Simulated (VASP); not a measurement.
CdS (Greenockite): single point with LDA

Crystal: CdS (Greenockite).

```
CELL_PARAMETERS angstrom
3.91499 0.00000 0.00000
-1.95750 3.39048 0.00000
0.00000 0.00000 6.41405
ATOMIC_POSITIONS crystal
Cd 0.33333 0.66667 0.00039
Cd 0.66667 0.33333 0.50039
S 0.33333 0.66667 0.37461
S 0.66667 0.33333 0.87461
```

* Program: VASP 6.6.1
* Task: single point
* Functional: LDA
* Potentials or basis: VASP PAW LDA potentials, release 64 (Cd_sv_GW, S)
* Cutoff: 540 eV
* k mesh: 6 × 6 × 4
* Occupations: gaussian, width 0.01 eV
* Spin: no spin polarisation

The pressure is 9.0 GPa and the band gap on the k mesh is 1.28 eV, direct.

Levels at points of the mesh, in eV from the valence-band top:
| k point | band 24 | band 25 | band 26 | band 27 | band 28 | band 29 |
| --- | --- | --- | --- | --- | --- | --- |
| (0.00, 0.00, 0.00) | -0.11 | 0.00 | 0.00 | 1.28 | 2.78 | 6.25 |
| (0.50, 0.00, 0.00) | -2.52 | -1.81 | -1.02 | 3.62 | 3.77 | 4.76 |
| (0.00, 0.00, 0.50) | -0.53 | -0.53 | -0.53 | 2.92 | 2.92 | 6.08 |
| (0.50, 0.00, 0.50) | -1.81 | -1.81 | -1.81 | 3.23 | 3.23 | 5.23 |

It took 65 s on 1 thread of Intel(R) Xeon(R) Platinum 8259CL CPU @ 2.50GHz (Skylake/Cascade Lake), on a shared host, peak memory 0.21 GiB.

A hybrid or GW would open this gap; LDA tends to underestimate it.
